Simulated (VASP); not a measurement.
AgCl, 2 atoms in the cell. Symmetry: I4/mmm, No. 139, tetragonal system. Conventional cell: a = 4.079 Å, b = 4.079 Å, c = 5.103 Å, α = 90.00°, β = 90.00°, γ = 90.00°. Ag (site symmetry 4/mmm) has 6 Cl at 2.55 to 2.88 Å within 3.4 Å. Within 3.4 Å of Cl (site symmetry 4/mmm) lie 6 Ag at 2.55 to 2.88 Å.  This cell differs from its parent crystal: strain +0.040 along x and y, -0.080 along z.

| Item | Value |
| --- | --- |
| Program | VASP 6.6.1 |
| Task | single point |
| Functional | r2SCAN |
| Potentials or basis | VASP PAW PBE potentials, release 64 (Ag, Cl) |
| Cutoff | 550 eV |
| k mesh | 8 × 8 × 8 |
| Occupations | gaussian, width 0.05 eV |
| Spin | no spin polarisation |
| Dipole correction | no |
| Further INCAR settings | ALGO = Normal; EDIFF = 1e-06; NBANDS = 16 |

Potentials or basis: VASP PAW PBE potentials, release 64 (Ag, Cl).

Launch:

```sh
$ cat potpaw_PBE.64/Ag/POTCAR potpaw_PBE.64/Cl/POTCAR > POTCAR
$ cp INCAR.step1 INCAR
$ mpirun -np 1 vasp_std > vasp.out
$ cp INCAR.step2 INCAR
$ mpirun -np 1 vasp_std > vasp.out
```

Hardware: 1 thread of AMD EPYC 9R14 (Zen 4) (shared host).

Q: Estimate the wall time of this run.

A: Wall time 2.4 min on 1 thread of AMD EPYC 9R14 (Zen 4), with other jobs on the host, peak memory 0.17 GiB. Counts: k points 59.
